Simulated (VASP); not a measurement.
# SiC (P6_3mc) in VASP: single point with HSE06

Aim: the single point of SiC with HSE06.

All numbers are computed with VASP 6.6.1; they aren't measurements. Logs are shortened: lines on timing, memory, paths and dates and some standing lists are left out, and cuts for length are marked.

**1. The cell of the first run**

It takes space group P6_3mc (No. 186, hexagonal). The conventional cell has a = 3.075 Å, b = 3.075 Å, c = 5.048 Å, α = 90.00°, β = 90.00°, γ = 120.00°. Within 2.5 Å of Si (site symmetry 3m) lie 4 C at 1.88 to 1.90 Å. C (site symmetry 3m) has 4 Si at 1.88 to 1.90 Å within 2.5 Å.

**2. Single point, HSE06**

POSCAR reads:

```
SiC
1.0
    3.0753562516      0.0000000000      0.0000000000
   -1.5376781258      2.6633366395      0.0000000000
    0.0000000000      0.0000000000      5.0481081077
Si C
2 2
Direct
    0.3333333333      0.6666666667     -0.0004084095
    0.6666666667      0.3333333333      0.4995915905
    0.3333333333      0.6666666667      0.3754084095
    0.6666666667      0.3333333333      0.8754084095
```

INCAR.step1 reads:

```
ALGO = Normal
EDIFF = 1E-5
ENCUT = 520
GGA = PE
ISIF = 2
ISMEAR = 0
LASPH = True
LCHARG = False
LREAL = False
LWAVE = True
NBANDS = 16
NELM = 80
PREC = Accurate
SIGMA = 0.01
```

INCAR.step2 reads:

```
ALGO = Normal
EDIFF = 1E-6
ENCUT = 520
GGA = PE
HFSCREEN = 0.2079
ISIF = 2
ISMEAR = 0
ISTART = 1
LASPH = True
LCHARG = False
LHFCALC = True
LREAL = False
LWAVE = False
NBANDS = 16
NELM = 80
PREC = Accurate
PRECFOCK = Normal
SIGMA = 0.01
```

KPOINTS reads:

```
k-points
0
Gamma
  6 6 4
```

Potentials or basis: VASP PAW PBE potentials, release 64 (Si, C).

Launch:

```console
$ cat potpaw_PBE.64/Si/POTCAR potpaw_PBE.64/C/POTCAR > POTCAR
$ cp INCAR.step1 INCAR
$ mpirun -np 1 vasp_std > vasp.out
$ cp INCAR.step2 INCAR
$ mpirun -np 1 vasp_std > vasp.out
```

OUTCAR:

```text
EDIFF = 1E-6
   ENCUT = 520
   GGA = PE
   HFSCREEN = 0.2079
   ISIF = 2
   ISMEAR = 0
   ISTART = 1
   LASPH = True
   LHFCALC = True
   LREAL = False
   NELM = 80
   PREC = Accurate
   PRECFOCK = Normal

 ion  position               nearest neighbor table
   1  0.333  0.667  1.000-   4 1.88   4 1.88   4 1.88   3 1.90   2 3.09   2 3.09   2 3.09   2 3.09
                             2 3.09   2 3.09
   2  0.667  0.333  0.500-   3 1.88   3 1.88   3 1.88   4 1.90   1 3.09   1 3.09   1 3.09   1 3.09
                             1 3.09   1 3.09
   3  0.333  0.667  0.375-   2 1.88   2 1.88   2 1.88   1 1.90
   4  0.667  0.333  0.875-   1 1.88   1 1.88   1 1.88   2 1.90

  LATTYP: Found a hexagonal cell.
 ALAT       =     3.0753562516
 C/A-ratio  =     1.6414710020

  Lattice vectors:

 A1 = (   3.0753562516,   0.0000000000,   0.0000000000)
 A2 = (  -1.5376781258,   2.6633366395,   0.0000000000)
 A3 = (   0.0000000000,   0.0000000000,   5.0481081077)

Analysis of symmetry for initial positions (statically):
=====================================================================
 Subroutine PRICEL returns:
 Original cell was already a primitive cell.

 Routine SETGRP: Setting up the symmetry group for a
 hexagonal supercell.

 Subroutine GETGRP returns: Found 12 space group operations
 (whereof  6 operations were pure point group operations)
 out of a pool of 24 trial point group operations.

The static configuration has the point symmetry C_3v.
 The point group associated with its full space group is C_6v.

Analysis of symmetry for dynamics (positions and initial velocities):
=====================================================================
 Subroutine PRICEL returns:
 Original cell was already a primitive cell.

 Routine SETGRP: Setting up the symmetry group for a
 hexagonal supercell.

 Subroutine GETGRP returns: Found 12 space group operations
 (whereof  6 operations were pure point group operations)
 out of a pool of 24 trial point group operations.

The dynamic configuration has the point symmetry C_3v.
 The point group associated with its full space group is C_6v.

 Subroutine INISYM returns: Found 12 space group operations
 (whereof  6 operations are pure point group operations),
 and found     1 'primitive' translations

----------------------------------------------------------------------------------------

                                     Primitive cell

  volume of cell :      41.3476

  direct lattice vectors                    reciprocal lattice vectors
     3.075356252  0.000000000  0.000000000     0.325165580  0.187734435  0.000000000
    -1.537678126  2.663336640  0.000000000     0.000000000  0.375468871  0.000000000
     0.000000000  0.000000000  5.048108108     0.000000000  0.000000000  0.198094014

  length of vectors
     3.075356252  3.075356252  5.048108108     0.375468871  0.375468871  0.198094014

  position of ions in fractional coordinates (direct lattice)
     0.333333333  0.666666667  0.999591591
     0.666666667  0.333333333  0.499591591
     0.333333333  0.666666667  0.375408409
     0.666666667  0.333333333  0.875408409

  ion indices of the primitive-cell ions
   primitive index   ion index
                 1           1
                 2           2
                 3           3
                 4           4

----------------------------------------------------------------------------------------

 KPOINTS: k-points

Automatic generation of k-mesh.
 Grid dimensions read from file:
 generate k-points for:    6    6    4

 Generating k-lattice:

  Cartesian coordinates                     Fractional coordinates (reciprocal lattice)
     0.054194263  0.031289073  0.000000000     0.166666667 -0.000000000  0.000000000
     0.000000000  0.062578145  0.000000000     0.000000000  0.166666667  0.000000000
     0.000000000  0.000000000  0.049523504     0.000000000  0.000000000  0.250000000

  Length of vectors
     0.062578145  0.062578145  0.049523504

  Shift w.r.t. Gamma in fractional coordinates (k-lattice)
     0.000000000  0.000000000  0.000000000

 Subroutine IBZKPT returns following result:
 ===========================================

 Found     21 irreducible k-points:

 Following reciprocal coordinates:
            Coordinates               Weight
  0.000000  0.000000  0.000000      1.000000
  0.166667  0.000000  0.000000      6.000000
  0.333333  0.000000  0.000000      6.000000
  0.500000  0.000000  0.000000      3.000000
  0.166667  0.166667  0.000000      6.000000
  0.333333  0.166667  0.000000     12.000000
[... 13 lines left out ...]
  0.333333  0.166667  0.500000     12.000000
  0.333333  0.333333  0.500000      2.000000
   k-points           NKPTS =     21   k-points in BZ     NKDIM =    144   number of bands    NBANDS=     16
   number of dos      NEDOS =    301   number of ions     NIONS =      4
   total plane-waves  NPLWV =  23040
   dimension x,y,z NGX =    24 NGY =   24 NGZ =   40
   dimension x,y,z NGXF=    48 NGYF=   48 NGZF=   80
   ions per type =               2   2
   NGX,Y,Z   is equivalent  to a cutoff of  12.97, 12.97, 13.17 a.u.
   NGXF,Y,Z  is equivalent  to a cutoff of  25.95, 25.95, 26.35 a.u.
 SYSTEM =  unknown system
   PREC   = accura    normal or accurate (medium, high low for compatibility)
   ISTART =      1    job   : 0-new  1-cont  2-samecut
   ICHARG =      0    charge: 1-file 2-atom 10-const
   ISPIN  =      1    spin polarized calculation?
   LNONCOLLINEAR =      F non collinear calculations
   LSORBIT =      F    spin-orbit coupling
   LASPH  =      T    aspherical Exc in radial PAW
   ENCUT  =  520.0 eV  38.22 Ry    6.18 a.u.   5.72  5.72  9.39*2*pi/ulx,y,z
   NELM   =     80;   NELMIN=  2; NELMDL=  0     # of ELM steps
   EDIFF  = 0.1E-05   stopping-criterion for ELM
   LREAL  =      F    real-space projection
   EDIFFG = 0.1E-04   stopping-criterion for IOM
   NSW    =      0    number of steps for IOM
   IBRION =     -1    ionic relax: 0-MD 1-quasi-New 2-CG
   NFREE  =      0    steps in history (QN), initial steepest desc. (CG)
   ISIF   =      2    stress and relaxation
   ISYM   =      3    0-nonsym 1-usesym 2-fastsym
   POTIM  = 0.5000    time-step for ionic-motion
   TEBEG  =    0.0;   TEEND  =   0.0 temperature during run
   PSTRESS=    0.0 pullay stress
   NELECT =      16.0000    total number of electrons
   NUPDOWN=      -1.0000    fix difference up-down
   EMIN   =  10.00;   EMAX   =-10.00  energy-range for DOS
   EFERMI =   0.00;   METHOD = LEGACY
   ISMEAR =     0;   SIGMA  =   0.01  broadening in eV -4-tet -1-fermi 0-gaus
   EFERMI_NEDOS =   21; number of points for ismear=-14 and -15
   IALGO  =     38    algorithm
   IMIX   =      1    mixing-type and parameters
     AMIX     =   0.40;   BMIX     =  1.00
     AMIX_MAG =   1.60;   BMIX_MAG =  1.00
  volume/ion in A,a.u.               =      10.34        69.76
  Fermi-wavevector in a.u.,A,eV,Ry     =   1.192975  2.254396 19.363676  1.423190
  Thomas-Fermi vector in A             =   2.329001
   LORBIT       =      0    0 simple, 1 ext, 2 COOP (PROOUT), +10 PAW based schemes
   GGA     = PE    functional components
   LHFCALC =     T    Hartree Fock is set to
   PRECFOCK=normal    Normal, Fast or Accurate (Low or Medium for compatibility)
   ENCUT4O =  -1.0   cutoff for four orbital integrals eV
   NKREDX  =     1    reduce k-point grid by
   NKREDY  =     1    reduce k-point grid by
   NKREDZ  =     1    reduce k-point grid by
   AEXX    =    0.2500 exact exchange contribution
   HFSCREEN=    0.2079 screening length (either q_TF or 0.3 A-1)
   HFSCREENC=   0.2079 screening length for correlation (either q_TF or 0.3 A-1)
   ENCUTFOCK=  -1.0 apply spherical cutoff to Coloumb kernel
   IVDW    =     0    specifies the selected vdW correction
   LEPSILON=     F    determine dielectric tensor
   LRPA    =     F    only Hartree local field effects (RPA)
 non-spin polarized calculation
 Gauss-broadening in eV      SIGMA  =   0.01
  energy-cutoff  :      520.00
  volume of cell :       41.35
 maximum number of plane-waves:      1124
 NGX is ok and might be reduce to    24
  NGX = 18; NGY = 18; NGZ = 30

 number of electron      16.0000000 magnetization

 Free energy of the ion-electron system (eV)
  ---------------------------------------------------
  ext. energy  EPLUGINS =         0.00000000
  ---------------------------------------------------
  free energy    TOTEN  =       -34.83016354 eV

  energy without entropy =      -34.83016354  energy(sigma->0) =      -34.83016354

 E-fermi :   7.7956     XC(G=0):  -9.3520

 val. band max:        7.6703195195   @ k =   0.0000   0.0000   0.0000
 cond. band min:      10.8329717835   @ k =   0.3333   0.3333   0.0000
 fundamental gap:      3.1626522641
 Fermi energy:         7.7955533107

 k-point     1 :       0.0000    0.0000    0.0000
  band No.  band energies     occupation
      1      -9.5067      2.00000
      2      -5.6589      2.00000
      3      -1.8679      2.00000
      4       6.2092      2.00000
      5       6.2092      2.00000
      6       7.5529      2.00000
[... 8 lines left out ...]
     15      18.0298      0.00000
     16      20.6741      0.00000

 k-point     2 :       0.1667    0.0000    0.0000
  band No.  band energies     occupation
      1      -8.9860      2.00000
      2      -5.2223      2.00000
      3      -1.3854      2.00000
      4       3.8635      2.00000
      5       5.4625      2.00000
      6       5.9456      2.00000
[... 8 lines left out ...]
     15      18.5731      0.00000
     16      19.0187      0.00000

 k-point     3 :       0.3333    0.0000    0.0000
  band No.  band energies     occupation
      1      -7.4987      2.00000
      2      -4.1959      2.00000
      3      -0.4774      2.00000
      4       0.8765      2.00000
      5       2.8540      2.00000
      6       4.4220      2.00000
[... 8 lines left out ...]
     15      20.1193      0.00000
     16      21.4826      0.00000

 k-point     4 :       0.5000    0.0000    0.0000
  band No.  band energies     occupation
      1      -5.9097      2.00000
      2      -4.3199      2.00000
      3      -0.8705      2.00000
      4       0.7465      2.00000
      5       1.7318      2.00000
      6       4.0133      2.00000
[... 8 lines left out ...]
     15      19.6061      0.00000
     16      21.7482      0.00000

 k-point     5 :       0.1667    0.1667    0.0000
  band No.  band energies     occupation
      1      -7.9760      2.00000
      2      -4.4599      2.00000
      3      -0.5545      2.00000
      4       1.8997      2.00000
      5       3.1342      2.00000
      6       4.5864      2.00000
[... 8 lines left out ...]
     15      19.4605      0.00000
     16      19.9994      0.00000

 k-point     6 :       0.3333    0.1667    0.0000
  band No.  band energies     occupation
      1      -6.1863      2.00000
      2      -3.9407      2.00000
      3      -0.5073      2.00000
      4       1.2365      2.00000
      5       1.7773      2.00000
      6       2.5846      2.00000
[... 8 lines left out ...]
     15      19.9422      0.00000
     16      21.0755      0.00000
[... 210 lines left out ...]
 k-point    18 :       0.5000    0.0000    0.5000
  band No.  band energies     occupation
      1      -4.9823      2.00000
      2      -4.9823      2.00000
      3      -1.3906      2.00000
      4      -1.3906      2.00000
      5       4.9795      2.00000
      6       4.9795      2.00000
[... 8 lines left out ...]
     15      21.1286      0.00000
     16      21.1286      0.00000

 k-point    19 :       0.1667    0.1667    0.5000
  band No.  band energies     occupation
      1      -6.7376      2.00000
      2      -6.7376      2.00000
      3       1.7612      2.00000
      4       1.7612      2.00000
      5       4.3818      2.00000
      6       4.3818      2.00000
[... 8 lines left out ...]
     15      19.4325      0.00000
     16      19.4325      0.00000

 k-point    20 :       0.3333    0.1667    0.5000
  band No.  band energies     occupation
      1      -5.1498      2.00000
      2      -5.1498      2.00000
      3      -0.5620      2.00000
      4      -0.5620      2.00000
      5       3.2095      2.00000
      6       3.2095      2.00000
[... 8 lines left out ...]
     15      21.0124      0.00000
     16      21.0124      0.00000

 k-point    21 :       0.3333    0.3333    0.5000
  band No.  band energies     occupation
      1      -4.3389      2.00000
      2      -4.3389      2.00000
      3      -0.8190      2.00000
      4      -0.8190      2.00000
      5       1.5280      2.00000
      6       1.5280      2.00000
[... 8 lines left out ...]
     15      20.7026      0.00000
     16      20.7026      0.00000

------------------------ aborting loop because EDIFF is reached ----------------------------------------

  FORCE on cell =-STRESS in cart. coord.  units (eV):
  Direction    XX          YY          ZZ          XY          YZ          ZX
  --------------------------------------------------------------------------------------
  -------------------------------------------------------------------------------------
  Total       -0.3627560     -0.3627560     -0.4792837      0.0000000     -0.0000000      0.0000000
  in kB      -14.0564311    -14.0564311    -18.5717601      0.0000000     -0.0000000      0.0000000
  external PRESSURE =     -15.5615408 kB  Pullay stress =       0.0000000 kB

 VOLUME and BASIS-vectors are now :
 -----------------------------------------------------------------------------
  energy-cutoff  :      520.00
  volume of cell :       41.35
      direct lattice vectors                 reciprocal lattice vectors
     3.075356252  0.000000000  0.000000000     0.325165580  0.187734435  0.000000000
    -1.537678126  2.663336640  0.000000000     0.000000000  0.375468871  0.000000000
     0.000000000  0.000000000  5.048108108     0.000000000  0.000000000  0.198094014

 POSITION                                       TOTAL-FORCE (eV/Angst)
 -----------------------------------------------------------------------------------
     -0.00000      1.77556      5.04605        -0.000000      0.000000     -0.017907
      1.53768      0.88778      2.52199         0.000000     -0.000000     -0.017907
     -0.00000      1.77556      1.89510        -0.000000     -0.000000      0.017907
      1.53768      0.88778      4.41916        -0.000000      0.000000      0.017907
 -----------------------------------------------------------------------------------
    total drift:                                0.000000     -0.000000     -0.000084

  FREE ENERGIE OF THE ION-ELECTRON SYSTEM (eV)
  ---------------------------------------------------
  free  energy   TOTEN  =       -34.8301635381 eV

  energy  without entropy=      -34.8301635381  energy(sigma->0) =      -34.83016354
```

Wall time 29 min (1 thread of Intel Xeon 8259CL, shared host); peak memory 0.27 GiB.

What came out:

* Free energy: -34.8302 eV
* Pressure: -1.6 GPa
* Largest force: 0.018 eV/Å
* Band gap on the k mesh: 3.16 eV (least direct gap 5.06 eV)

Forces on the atoms (eV/Å):
```
Si   0.000  0.000 -0.018
Si   0.000  0.000 -0.018
C    0.000  0.000  0.018
C    0.000  0.000  0.018
```

Levels at points of the mesh, in eV from the valence-band top:
```tsv
k point	band 5	band 6	band 7	band 8	band 9	band 10	band 11	band 12
(0.00, 0.00, 0.00)	-1.46	-0.12	0.00	0.00	5.97	7.48	7.89	7.89
(0.50, 0.00, 0.00)	-5.94	-3.66	-3.52	-1.33	3.74	5.26	8.12	8.36
(0.00, 0.00, 0.50)	-0.79	-0.79	-0.79	-0.79	7.12	7.12	8.62	8.62
(0.50, 0.00, 0.50)	-2.69	-2.69	-2.55	-2.55	4.28	4.28	6.37	6.37
```

Caveat: the PAW data sets were made with another functional, which shifts forces and pressure a little. A k mesh can miss the band edges.
